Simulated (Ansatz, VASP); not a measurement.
## Two plane-wave programs on Mg2WAu

```xyz
4
Lattice="2.9529 0.0000 0.0000 -1.4765 2.5573 0.0000 0.0000 0.0000 9.3619" Properties=species:S:1:pos:R:3 pbc="T T T"
Mg    0.0000    1.7049    2.2864
Mg    0.0000    1.7049    7.0755
W     0.0000    0.0000    4.6810
Au    0.0000    0.0000    0.0000
```

Alike in both runs: task relaxation of cell and atoms; functional PBE; k mesh 18 × 18 × 6; occupations gaussian, width 0.1 eV; no spin polarisation.

|  | VASP | Ansatz |
| --- | --- | --- |
| version | VASP 6.6.1 | Ansatz 0.2.0 |
| potentials or method | VASP PAW PBE potentials, release 64 (Mg, W_sv, Au), cutoff 600 eV | scalar-relativistic, plane waves, PAW |
| valence electrons in the cell | 29 | 53 |

```tsv
	VASP	Ansatz	Ansatz less VASP
gap on the k mesh at the Fermi level, each at its own relaxed structure (eV)	none	none	-
relaxed volume (Å³/atom)	17.62	17.64	+0.017
relaxed length of the cell vector where the two differ most in proportion (Å)	9.465	9.475	+0.0096
```

A gap of «none» marks a metal or a gap that the smearing closes. VASP's potentials hold 29 valence electrons a cell and Ansatz's 53, so a difference there can come from the potentials and not from the codes.

Neither program's run includes spin-orbit coupling.
